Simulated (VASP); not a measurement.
# P (R-3m) in VASP: further runs

The runs below take P through single point, with PBE+D3(BJ).

Everything below comes from runs of VASP 6.6.1. Logs are shortened: lines on timing, memory, paths and dates and some standing lists are left out, and cuts for length are marked.

## (1) The cell of the first run

The structure is trigonal, space group R-3m (No. 166). Conventional cell: a = 3.373 Å, b = 3.373 Å, c = 8.270 Å, α = 90.00°, β = 90.00°, γ = 120.00°. P (site symmetry 3m) has 6 P at 2.31 to 2.47 Å within 3.1 Å.

## (2) Single point, PBE+D3(BJ) (13.58 Å³/atom)

INCAR

```
ALGO = Normal
EDIFF = 1E-6
ENCUT = 520
GGA = PE
ISIF = 2
ISMEAR = 0
IVDW = 12
LASPH = True
LCHARG = False
LREAL = False
LWAVE = False
NBANDS = 12
NELM = 100
PREC = Accurate
SIGMA = 0.05
```

KPOINTS

```
k-points
0
Gamma
  16 16 16
```

POSCAR

```
P
1.0
    1.6864594859      0.9736778382      2.7565861664
   -1.6864594859      0.9736778382      2.7565861664
    0.0000000000     -1.9473556764      2.7565861664
P
2
Direct
    0.2417846995      0.2417846995      0.2417846995
    0.7582153005      0.7582153005      0.7582153005
```

Potentials or basis: VASP PAW PBE potentials, release 64 (P).

Command:

```console
$ cat potpaw_PBE.64/P/POTCAR > POTCAR
$ mpirun -np 1 vasp_std > vasp.out
```

OUTCAR:

```text
EDIFF = 1E-6
   ENCUT = 520
   GGA = PE
   ISIF = 2
   ISMEAR = 0
   IVDW = 12
   LASPH = True
   LREAL = False
   NELM = 100
   PREC = Accurate
 IVDW          = 12

 ion  position               nearest neighbor table
   1  0.242  0.242  0.242-   2 2.31   2 2.31   2 2.31   2 2.47   2 2.47   2 2.47
   2  0.758  0.758  0.758-   1 2.31   1 2.31   1 2.31   1 2.47   1 2.47   1 2.47

  LATTYP: Found a trigonal (rhomboedric) cell.
 ALAT       =     3.3750498401
 COS(alpha) =     0.5006311597

  Lattice vectors:

 A1 = (   1.6864594859,   0.9736778382,   2.7565861664)
 A2 = (  -1.6864594859,   0.9736778382,   2.7565861664)
 A3 = (   0.0000000000,  -1.9473556764,   2.7565861664)

Analysis of symmetry for initial positions (statically):
=====================================================================
 Subroutine PRICEL returns:
 Original cell was already a primitive cell.

 Routine SETGRP: Setting up the symmetry group for a
 trigonal (rhombohedral) supercell.

 Subroutine GETGRP returns: Found 12 space group operations
 (whereof 12 operations were pure point group operations)
 out of a pool of 12 trial point group operations.

The static configuration has the point symmetry D_3d.

Analysis of symmetry for dynamics (positions and initial velocities):
=====================================================================
 Subroutine PRICEL returns:
 Original cell was already a primitive cell.

 Routine SETGRP: Setting up the symmetry group for a
 trigonal (rhombohedral) supercell.

 Subroutine GETGRP returns: Found 12 space group operations
 (whereof 12 operations were pure point group operations)
 out of a pool of 12 trial point group operations.

The dynamic configuration has the point symmetry D_3d.

 Subroutine INISYM returns: Found 12 space group operations
 (whereof 12 operations are pure point group operations),
 and found     1 'primitive' translations

----------------------------------------------------------------------------------------

                                     Primitive cell

  volume of cell :      27.1590

  direct lattice vectors                    reciprocal lattice vectors
     1.686459486  0.973677838  2.756586166     0.296479106  0.171172291  0.120922515
    -1.686459486  0.973677838  2.756586166    -0.296479106  0.171172291  0.120922515
     0.000000000 -1.947355676  2.756586166     0.000000000 -0.342344583  0.120922515

  length of vectors
[... 90 lines left out ...]
   POTIM  = 0.5000    time-step for ionic-motion
   TEBEG  =    0.0;   TEEND  =   0.0 temperature during run
   PSTRESS=    0.0 pullay stress
   NELECT =      10.0000    total number of electrons
   NUPDOWN=      -1.0000    fix difference up-down
   EMIN   =  10.00;   EMAX   =-10.00  energy-range for DOS
   EFERMI =   0.00;   METHOD = LEGACY
   ISMEAR =     0;   SIGMA  =   0.05  broadening in eV -4-tet -1-fermi 0-gaus
   EFERMI_NEDOS =   21; number of points for ismear=-14 and -15
   IALGO  =     38    algorithm
   IMIX   =      4    mixing-type and parameters
     AMIX     =   0.40;   BMIX     =  1.00
     AMIX_MAG =   1.60;   BMIX_MAG =  1.00
  volume/ion in A,a.u.               =      13.58        91.64
  Fermi-wavevector in a.u.,A,eV,Ry     =   1.173375  2.217357 18.732622  1.376809
  Thomas-Fermi vector in A             =   2.309789
   LORBIT       =      0    0 simple, 1 ext, 2 COOP (PROOUT), +10 PAW based schemes
   GGA     = PE    functional components
   LHFCALC =     F    Hartree Fock is set to
   AEXX    =    0.0000 exact exchange contribution
   IVDW    =    12    specifies the selected vdW correction
   LEPSILON=     F    determine dielectric tensor
   LRPA    =     F    only Hartree local field effects (RPA)
 non-spin polarized calculation
 Gauss-broadening in eV      SIGMA  =   0.05
  energy-cutoff  :      520.00
  volume of cell :       27.16
 maximum number of plane-waves:       748
 NGX is ok and might be reduce to    28
   NGX = 13   NGY = 13   NGZ = 13

 number of electron      10.0000000 magnetization

 Free energy of the ion-electron system (eV)
  ---------------------------------------------------
  ext. energy  EPLUGINS =         0.00000000
  ---------------------------------------------------
  free energy    TOTEN  =       -10.49446066 eV

  energy without entropy =      -10.49390696  energy(sigma->0) =      -10.49418381

 E-fermi :  10.8508     XC(G=0): -11.5805

 val. band max:       10.8466452029   @ k =  -0.3125   0.1250  -0.0000
 cond. band min:      10.8718283841   @ k =   0.3125   0.2500   0.2500
 fundamental gap:      0.0251831811
 Fermi energy:        10.8507619298

 k-point     1 :       0.0000    0.0000    0.0000
  band No.  band energies     occupation
      1      -6.5900      2.00000
      2       8.3283      2.00000
      3       8.3283      2.00000
      4       8.4822      2.00000
      5       9.8533      2.00000
      6      14.4598      0.00000
      7      14.8609      0.00000
      8      14.8609      0.00000
      9      16.3216      0.00000
     10      16.3216      0.00000
     11      16.8169      0.00000
     12      17.4786      0.00000
[... 331 lines left out ...]
 k-point    24 :      -0.0625    0.0625    0.0000
  band No.  band energies     occupation
      1      -6.4015      2.00000
      2       6.7424      2.00000
      3       7.8927      2.00000
      4       8.6093      2.00000
      5      11.0050      0.00001
      6      13.9252      0.00000
      7      14.6179      0.00000
      8      14.9844      0.00000
      9      15.2905      0.00000
     10      15.9096      0.00000
     11      16.6792      0.00000
     12      18.5900      0.00000

 [... further k-points ...]

------------------------ aborting loop because EDIFF is reached ----------------------------------------

 Edisp (eV)   -1.04096

 E8    (eV) :    -0.3931

  FORCE on cell =-STRESS in cart. coord.  units (eV):
  Direction    XX          YY          ZZ          XY          YZ          ZX
  --------------------------------------------------------------------------------------
  -------------------------------------------------------------------------------------
  Total       0.85193     0.85193     0.85839    -0.00000    -0.00000    -0.00000
  in kB      50.25753    50.25753    50.63864    -0.00000    -0.00000    -0.00000
  external pressure =       50.38 kB  Pullay stress =        0.00 kB

 VOLUME and BASIS-vectors are now :
 -----------------------------------------------------------------------------
  energy-cutoff  :      520.00
  volume of cell :       27.16
      direct lattice vectors                 reciprocal lattice vectors
     1.686459486  0.973677838  2.756586166     0.296479106  0.171172291  0.120922515
    -1.686459486  0.973677838  2.756586166    -0.296479106  0.171172291  0.120922515
     0.000000000 -1.947355676  2.756586166     0.000000000 -0.342344583  0.120922515

 POSITION                                       TOTAL-FORCE (eV/Angst)
 -----------------------------------------------------------------------------------
      0.00000      0.00000      1.99950         0.000000     -0.000000     -0.022558
      0.00000      0.00000      6.27026         0.000000      0.000000      0.022558
 -----------------------------------------------------------------------------------
    total drift:                                0.000000      0.000000     -0.000000

  FREE ENERGIE OF THE ION-ELECTRON SYSTEM (eV)
  ---------------------------------------------------
  free  energy   TOTEN  =       -11.5354201301 eV

  energy  without entropy=      -11.5348664338  energy(sigma->0) =      -11.53514328
```

OSZICAR:

```text
N       E                     dE             d eps       ncg     rms          rms(c)
DAV:   1     0.208474804573E+02    0.20847E+02   -0.46916E+03 10040   0.735E+02
DAV:   2    -0.945002289280E+01   -0.30298E+02   -0.28896E+02 13332   0.120E+02
DAV:   3    -0.104996189146E+02   -0.10496E+01   -0.10403E+01 13000   0.204E+01
DAV:   4    -0.105050168871E+02   -0.53980E-02   -0.53970E-02 11880   0.179E+00
DAV:   5    -0.105050497116E+02   -0.32825E-04   -0.32824E-04 13116   0.131E-01    0.759E+00
DAV:   6    -0.104970051805E+02    0.80445E-02   -0.42734E-03 12268   0.421E-01    0.454E+00
DAV:   7    -0.104943154538E+02    0.26897E-02   -0.84161E-03 12052   0.664E-01    0.129E-01
DAV:   8    -0.104944276623E+02   -0.11221E-03   -0.95362E-04 11892   0.217E-01    0.659E-02
DAV:   9    -0.104944521737E+02   -0.24511E-04   -0.50069E-05 12416   0.521E-02    0.436E-02
DAV:  10    -0.104944603881E+02   -0.82144E-05   -0.10446E-05 11832   0.241E-02    0.564E-03
DAV:  11    -0.104944606599E+02   -0.27179E-06   -0.12171E-07  7408   0.262E-03
   1 F= -.11535420E+02 E0= -.11535143E+02  d E =-.553696E-03
```

It took 56 s on 1 thread of AMD EPYC 9R45 (Zen 5), shared host; peak memory 0.21 GiB.

What came out:

| Item | Value |
| --- | --- |
| Free energy | -11.5354 eV |
| Pressure | 5.0 GPa |
| Largest force | 0.023 eV/Å |
| Band gap on the k mesh | zero (bands 5 and 6 overlap by 2.22 eV) |
| Dispersion energy per atom | -0.520 eV |

Forces on the atoms (eV/Å):
```
P    0.000  0.000 -0.023
P    0.000  0.000  0.023
```

Caveat: the cell stands under pressure.

## (3) Single point, PBE+D3(BJ) (14.17 Å³/atom)

This run uses another cell than the first one, of 14.17 Å³/atom.

INCAR

```
SYSTEM = P
ALGO     = Normal         ! electronic algorithm
EDIFF    = 1E-7           ! SCF threshold, eV
ENCUT    = 520            ! plane-wave cutoff, eV
GGA      = PE             ! functional
ISIF     = 2              ! what is computed and relaxed
ISMEAR   = 0              ! smearing method
IVDW     = 12             ! dispersion correction
LASPH    = .True.         ! aspherical terms in the spheres
LCHARG   = .True.         ! write CHGCAR
LELF     = .True.         ! ELF
LREAL    = .False.        ! projectors in reciprocal space
LVHAR    = .True.       
LWAVE    = .False.        ! write WAVECAR
NBANDS   = 12             ! bands
NELM     = 60             ! most SCF steps
PREC     = Accurate       ! precision mode
SIGMA    = 0.05           ! smearing width, eV
```

KPOINTS

```
k-points
0
Gamma
  16 16 16
  0 0 0
```

POSCAR

```
P
1.0
    1.7069301449      0.9854965787      2.8078590727
   -1.7069301449      0.9854965787      2.8078590727
    0.0000000000     -1.9709931573      2.8078590727
P
2
Direct
    0.2393260847      0.2393260847      0.2393260847
    0.7606739153      0.7606739153      0.7606739153
```

Potentials or basis: VASP PAW PBE potentials, release 64 (P).

Command:

```console
$ cat potpaw_PBE.64/P/POTCAR > POTCAR
$ mpirun -np 1 vasp_std > vasp.out
```

Wall time 67 s (1 thread of AMD EPYC 9R45 (Zen 5), shared host); peak memory 0.21 GiB.

It converged, with:

* Free energy: -11.5561 eV
* Pressure: 0.5 GPa
* Largest force: 0.035 eV/Å
* Band gap on the k mesh: zero (bands 5 and 6 overlap by 1.97 eV)
* Dispersion energy per atom: -0.499 eV

Forces on the atoms (eV/Å):
```
P    0.000  0.000 -0.035
P    0.000  0.000  0.035
```

Levels at points of the mesh, in eV from the Fermi level:
| k point | band 2 | band 3 | band 4 | band 5 | band 6 | band 7 | band 8 | band 9 |
| --- | --- | --- | --- | --- | --- | --- | --- | --- |
| (0.00, 0.00, 0.00) | -2.60 | -2.60 | -2.45 | -1.62 | 3.22 | 3.85 | 3.85 | 5.34 |
| (0.50, 0.00, 0.00) | -12.56 | -2.65 | -2.22 | -1.07 | -0.67 | 1.02 | 1.38 | 11.48 |
| (0.50, 0.50, 0.00) | -9.50 | -7.44 | -5.74 | -5.62 | 0.36 | 7.84 | 8.10 | 9.18 |
| (0.50, 0.50, 0.50) | -12.03 | -2.29 | -2.29 | -1.05 | -1.05 | 0.79 | 1.89 | 11.08 |

The gap in the log of VASP goes by the Fermi energy; the results here count the filled bands.